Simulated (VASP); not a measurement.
# NiO (Fm-3m) in VASP: single point with PBE

Aim: the single point of NiO with PBE.

Everything below comes from runs of VASP 6.6.1. Logs are shortened: lines on timing, memory, paths and dates and some standing lists are left out, and cuts for length are marked.

### Step 1. The cell of the first run

Symmetry: Fm-3m, No. 225, cubic system. Conventional cell: a = 4.186 Å, b = 4.186 Å, c = 4.186 Å, α = 90.00°, β = 90.00°, γ = 90.00°. Ni (site symmetry m-3m) has 6 O at 2.09 Å within 2.8 Å. O (site symmetry m-3m) has 6 Ni at 2.09 Å within 2.8 Å.

### Step 2. Single point, PBE, collinear spin, ferromagnetic start

Contents of INCAR:

```
PREC     = Accurate       # precision mode
ENCUT    = 520            # plane-wave cutoff, eV
EDIFF    = 1E-7           # SCF threshold, eV
ISMEAR   = -1             # smearing method
SIGMA    = 0.05           # smearing width, eV
LREAL    = F              # projectors in reciprocal space
LASPH    = T              # aspherical terms in the spheres
NELM     = 150            # most SCF steps
ALGO     = Normal         # electronic algorithm
ISIF     = 2              # what is computed and relaxed
LWAVE    = F              # write WAVECAR
LCHARG   = F              # write CHGCAR
ISPIN    = 2              # spin polarisation
MAGMOM   = 1 0            # initial moments
LORBIT   = 11             # projections on sites
LMAXMIX  = 4              # l up to which the mixer works
GGA      = PE             # functional
NBANDS   = 19             # bands
```

Contents of KPOINTS:

```
regular mesh
0
Gamma
  17 17 17
```

Contents of POSCAR:

```
NiO
1.0
    0.0000000000      2.0931687937      2.0931687937
    2.0931687937      0.0000000000      2.0931687937
    2.0931687937      2.0931687937      0.0000000000
Ni O
1 1
Direct
    0.0000000000      0.0000000000      0.0000000000
    0.5000000000      0.5000000000      0.5000000000
```

Potentials or basis: VASP PAW PBE potentials, release 64 (Ni, O).

Launch:

```sh
$ cat potpaw_PBE.64/Ni/POTCAR potpaw_PBE.64/O/POTCAR > POTCAR
$ mpirun -np 1 vasp_std > vasp.out
```

OUTCAR:

```text
PREC = Accurate
   ENCUT = 520
   EDIFF = 1E-7
   ISMEAR = -1
   LREAL = F
   LASPH = T
   NELM = 150
   ISIF = 2
   ISPIN = 2
   LORBIT = 11
   GGA = PE

 ion  position               nearest neighbor table
   1  0.000  0.000  0.000-   2 2.09   2 2.09   2 2.09   2 2.09   2 2.09   2 2.09
   2  0.500  0.500  0.500-   1 2.09   1 2.09   1 2.09   1 2.09   1 2.09   1 2.09

  LATTYP: Found a face centered cubic cell.
 ALAT       =     4.1863375874

  Lattice vectors:

 A1 = (   0.0000000000,   2.0931687937,   2.0931687937)
 A2 = (   2.0931687937,   0.0000000000,   2.0931687937)
 A3 = (   2.0931687937,   2.0931687937,   0.0000000000)

Analysis of symmetry for initial positions (statically):
=====================================================================
 Subroutine PRICEL returns:
 Original cell was already a primitive cell.

 Routine SETGRP: Setting up the symmetry group for a
 face centered cubic supercell.

 Subroutine GETGRP returns: Found 48 space group operations
 (whereof 48 operations were pure point group operations)
 out of a pool of 48 trial point group operations.

The static configuration has the point symmetry O_h .

Analysis of symmetry for dynamics (positions and initial velocities):
=====================================================================
 Subroutine PRICEL returns:
 Original cell was already a primitive cell.

 Routine SETGRP: Setting up the symmetry group for a
 face centered cubic supercell.

 Subroutine GETGRP returns: Found 48 space group operations
 (whereof 48 operations were pure point group operations)
 out of a pool of 48 trial point group operations.

The dynamic configuration has the point symmetry O_h .

Analysis of structural, dynamic, and magnetic symmetry:
=====================================================================
 Subroutine PRICEL returns:
 Original cell was already a primitive cell.

 Routine SETGRP: Setting up the symmetry group for a
 face centered cubic supercell.

 Subroutine GETGRP returns: Found 48 space group operations
 (whereof 48 operations were pure point group operations)
 out of a pool of 48 trial point group operations.

The overall configuration has the point symmetry O_h .

 Subroutine INISYM returns: Found 48 space group operations
 (whereof 48 operations are pure point group operations),
 and found     1 'primitive' translations

----------------------------------------------------------------------------------------

                                     Primitive cell

  volume of cell :      18.3418

  direct lattice vectors                    reciprocal lattice vectors
     0.000000000  2.093168794  2.093168794    -0.238872279  0.238872279  0.238872279
     2.093168794  0.000000000  2.093168794     0.238872279 -0.238872279  0.238872279
     2.093168794  2.093168794  0.000000000     0.238872279  0.238872279 -0.238872279

  length of vectors
     2.960187696  2.960187696  2.960187696     0.413738924  0.413738924  0.413738924

  position of ions in fractional coordinates (direct lattice)
     0.000000000  0.000000000  0.000000000
     0.500000000  0.500000000  0.500000000

  ion indices of the primitive-cell ions
   primitive index   ion index
                 1           1
                 2           2

----------------------------------------------------------------------------------------

 KPOINTS: regular mesh

Automatic generation of k-mesh.
 Grid dimensions read from file:
 generate k-points for:   17   17   17

 Generating k-lattice:

  Cartesian coordinates                     Fractional coordinates (reciprocal lattice)
    -0.014051311  0.014051311  0.014051311     0.058823529  0.000000000  0.000000000
     0.014051311 -0.014051311  0.014051311     0.000000000  0.058823529  0.000000000
     0.014051311  0.014051311 -0.014051311     0.000000000  0.000000000  0.058823529

  Length of vectors
     0.024337584  0.024337584  0.024337584

  Shift w.r.t. Gamma in fractional coordinates (k-lattice)
     0.000000000  0.000000000  0.000000000

 Subroutine IBZKPT returns following result:
 ===========================================

 Found    165 irreducible k-points:

 Following reciprocal coordinates:
            Coordinates               Weight
  0.000000  0.000000  0.000000      1.000000
  0.058824  0.000000  0.000000      8.000000
  0.117647  0.000000  0.000000      8.000000
  0.176471  0.000000  0.000000      8.000000
  0.235294  0.000000  0.000000      8.000000
  0.294118  0.000000  0.000000      8.000000
[... 16 lines left out ...]
 -0.176471  0.058824  0.000000     24.000000
 -0.117647  0.058824  0.000000     24.000000
 [... further k-points ...]
   k-points           NKPTS =    165   k-points in BZ     NKDIM =    165   number of bands    NBANDS=     19
   number of dos      NEDOS =    301   number of ions     NIONS =      2
   total plane-waves  NPLWV =  13824
   dimension x,y,z NGX =    24 NGY =   24 NGZ =   24
   dimension x,y,z NGXF=    48 NGYF=   48 NGZF=   48
   ions per type =               1   1
   NGX,Y,Z   is equivalent  to a cutoff of  13.48, 13.48, 13.48 a.u.
   NGXF,Y,Z  is equivalent  to a cutoff of  26.96, 26.96, 26.96 a.u.
 SYSTEM =  unknown system
   PREC   = accura    normal or accurate (medium, high low for compatibility)
   ISTART =      0    job   : 0-new  1-cont  2-samecut
   ICHARG =      2    charge: 1-file 2-atom 10-const
   ISPIN  =      2    spin polarized calculation?
   LNONCOLLINEAR =      F non collinear calculations
   LSORBIT =      F    spin-orbit coupling
   LASPH  =      T    aspherical Exc in radial PAW
   ENCUT  =  520.0 eV  38.22 Ry    6.18 a.u.   5.50  5.50  5.50*2*pi/ulx,y,z
   NELM   =    150;   NELMIN=  2; NELMDL= -5     # of ELM steps
   EDIFF  = 0.1E-06   stopping-criterion for ELM
   LREAL  =      F    real-space projection
   EDIFFG = 0.1E-05   stopping-criterion for IOM
   NSW    =      0    number of steps for IOM
   IBRION =     -1    ionic relax: 0-MD 1-quasi-New 2-CG
   NFREE  =      0    steps in history (QN), initial steepest desc. (CG)
   ISIF   =      2    stress and relaxation
   ISYM   =      2    0-nonsym 1-usesym 2-fastsym
   POTIM  = 0.5000    time-step for ionic-motion
   TEBEG  =    0.0;   TEEND  =   0.0 temperature during run
   PSTRESS=    0.0 pullay stress
   NELECT =      16.0000    total number of electrons
   NUPDOWN=      -1.0000    fix difference up-down
   EMIN   =  10.00;   EMAX   =-10.00  energy-range for DOS
   EFERMI =   0.00;   METHOD = LEGACY
   ISMEAR =    -1;   SIGMA  =   0.05  broadening in eV -4-tet -1-fermi 0-gaus
   EFERMI_NEDOS =   21; number of points for ismear=-14 and -15
   IALGO  =     38    algorithm
   IMIX   =      4    mixing-type and parameters
     AMIX     =   0.40;   BMIX     =  1.00
     AMIX_MAG =   1.60;   BMIX_MAG =  1.00
  volume/ion in A,a.u.               =       9.17        61.89
  Fermi-wavevector in a.u.,A,eV,Ry     =   1.564230  2.955966 33.290940  2.446815
  Thomas-Fermi vector in A             =   2.666884
   LORBIT       =     11    0 simple, 1 ext, 2 COOP (PROOUT), +10 PAW based schemes
   GGA     = PE    functional components
   LHFCALC =     F    Hartree Fock is set to
   AEXX    =    0.0000 exact exchange contribution
   IVDW    =     0    specifies the selected vdW correction
   LEPSILON=     F    determine dielectric tensor
   LRPA    =     F    only Hartree local field effects (RPA)
 spin polarized calculation
  energy-cutoff  :      520.00
  volume of cell :       18.34
 maximum number of plane-waves:       531
 NGX is ok and might be reduce to    24
   NGX = 11   NGY = 11   NGZ = 11

 number of electron      16.0000007 magnetization       1.7093607

 Free energy of the ion-electron system (eV)
  ---------------------------------------------------
  ext. energy  EPLUGINS =         0.00000000
  ---------------------------------------------------
  free energy    TOTEN  =       -11.47987887 eV

  energy without entropy =      -11.46998681  energy(sigma->0) =      -11.47493284

 E-fermi :   7.8098     XC(G=0): -12.6387

 val. band max:        7.8055961508   @ k =   0.4118   0.1176   0.0588
 cond. band min:       7.8196660128   @ k =  -0.1765   0.1176   0.0000
 fundamental gap:      0.0140698619
 Fermi energy:         7.8098285602

 spin component 1

 k-point     1 :       0.0000    0.0000    0.0000
  band No.  band energies     occupation
      1     -12.5114      1.00000
      2       4.7080      1.00000
      3       4.7080      1.00000
      4       4.8235      1.00000
      5       4.8235      1.00000
      6       4.8235      1.00000
[... 11 lines left out ...]
     18      33.6348      0.00000
     19      33.6348      0.00000

 k-point     2 :       0.0588    0.0000    0.0000
  band No.  band energies     occupation
      1     -12.4724      1.00000
      2       4.2316      1.00000
      3       4.2316      1.00000
      4       4.3968      1.00000
      5       5.1161      1.00000
      6       5.1161      1.00000
[... 11 lines left out ...]
     18      34.2762      0.00000
     19      34.2762      0.00000

 k-point     3 :       0.1176    0.0000    0.0000
  band No.  band energies     occupation
      1     -12.3583      1.00000
      2       3.6310      1.00000
      3       3.7199      1.00000
      4       3.7199      1.00000
      5       5.2076      1.00000
      6       5.2077      1.00000
[... 434 lines left out ...]
      1     -12.0800      1.00000
      2       2.3129      1.00000
      3       2.9319      1.00000
      4       3.3532      1.00000
      5       5.2836      1.00000
      6       5.3614      1.00000
[... 11 lines left out ...]
     18      37.0010      0.00000
     19      38.3554      0.00000

 k-point    24 :      -0.1176    0.0588    0.0000
  band No.  band energies     occupation
      1     -12.2737      1.00000
      2       3.0688      1.00000
      3       3.3355      1.00000
      4       3.8977      1.00000
      5       5.1132      1.00000
      6       5.2717      1.00000
[... 11 lines left out ...]
     18      35.5308      0.00000
     19      37.0077      0.00000

 [... further k-points ...]

 spin component 2

 k-point     1 :       0.0000    0.0000    0.0000
  band No.  band energies     occupation
      1     -12.0900      1.00000
      2       5.3105      1.00000
      3       5.3105      1.00000
      4       5.3105      1.00000
      5       5.9732      1.00000
      6       5.9734      1.00000
[... 11 lines left out ...]
     18      34.2202      0.00000
     19      34.2204      0.00000

 k-point     2 :       0.0588    0.0000    0.0000
  band No.  band energies     occupation
      1     -12.0499      1.00000
      2       4.9082      1.00000
      3       5.1203      1.00000
      4       5.1203      1.00000
      5       6.0365      1.00000
      6       6.0366      1.00000
[... 11 lines left out ...]
     18      34.8519      0.00000
     19      34.8521      0.00000

 k-point     3 :       0.1176    0.0000    0.0000
  band No.  band energies     occupation
      1     -11.9326      1.00000
      2       4.1161      1.00000
      3       4.7302      1.00000
      4       4.7302      1.00000
      5       6.1469      1.00000
      6       6.1470      1.00000
[... 434 lines left out ...]
      1     -11.6459      1.00000
      2       2.8249      1.00000
      3       4.0684      1.00000
      4       4.1785      1.00000
      5       6.2173      1.00000
      6       6.4702      1.00000
[... 11 lines left out ...]
     18      37.5415      0.00000
     19      38.9522      0.00000

 k-point    24 :      -0.1176    0.0588    0.0000
  band No.  band energies     occupation
      1     -11.8454      1.00000
      2       3.6658      1.00000
      3       4.4647      1.00000
      4       4.5762      1.00000
      5       6.0935      1.00000
      6       6.3589      1.00000
[... 11 lines left out ...]
     18      36.0841      0.00000
     19      37.5937      0.00000

 [... further k-points ...]

------------------------ aborting loop because EDIFF is reached ----------------------------------------

  FORCE on cell =-STRESS in cart. coord.  units (eV):
  Direction    XX          YY          ZZ          XY          YZ          ZX
  --------------------------------------------------------------------------------------
  -------------------------------------------------------------------------------------
  Total        0.3764089      0.3764089      0.3764089     -0.0000000      0.0000000      0.0000000
  in kB       32.8796867     32.8796867     32.8796867     -0.0000000      0.0000000      0.0000000
  external PRESSURE =      32.8796867 kB  Pullay stress =       0.0000000 kB

 VOLUME and BASIS-vectors are now :
 -----------------------------------------------------------------------------
  energy-cutoff  :      520.00
  volume of cell :       18.34
      direct lattice vectors                 reciprocal lattice vectors
     0.000000000  2.093168794  2.093168794    -0.238872279  0.238872279  0.238872279
     2.093168794  0.000000000  2.093168794     0.238872279 -0.238872279  0.238872279
     2.093168794  2.093168794  0.000000000     0.238872279  0.238872279 -0.238872279

 POSITION                                       TOTAL-FORCE (eV/Angst)
 -----------------------------------------------------------------------------------
      0.00000      0.00000      0.00000        -0.000000     -0.000000     -0.000000
      2.09317      2.09317      2.09317         0.000000      0.000000      0.000000
 -----------------------------------------------------------------------------------
    total drift:                                0.000000     -0.000000     -0.000000

  FREE ENERGIE OF THE ION-ELECTRON SYSTEM (eV)
  ---------------------------------------------------
  free  energy   TOTEN  =       -11.4798788687 eV

  energy  without entropy=      -11.4699868093  energy(sigma->0) =      -11.47493284

 total charge

# of ion       s       p       d       tot
------------------------------------------
    1        0.329   0.399   8.247   8.975
    2        1.557   3.418   0.000   4.975
--------------------------------------------------
tot          1.886   3.816   8.247  13.950

 magnetization (x)

# of ion       s       p       d       tot
------------------------------------------
    1        0.011   0.015   1.384   1.410
    2        0.027   0.229   0.000   0.257
--------------------------------------------------
tot          0.039   0.244   1.384   1.667
```

It took 5.4 min on 1 thread of AMD EPYC 7R13, shared host; peak memory 0.19 GiB.

Results:

```
Free energy                                           : -11.4799 eV
Pressure                                              : 3.3 GPa
Net moment                                            : 1.71 μB per cell
Site moments                                          : Ni +1.41; O +0.26 μB
Valence electrons inside the program's atomic spheres : Ni 8.97; O 4.97
```

Caveat: the cell stands under pressure; a cell with one magnetic atom can't hold antiferromagnetic order, which such compounds often take; semilocal functionals often make such compounds metallic where correlation or magnetic order opens a gap, which also shifts bond lengths. With open d or f shells a metallic result of PBE can be an artefact of self-interaction; +U or a hybrid may open a gap.
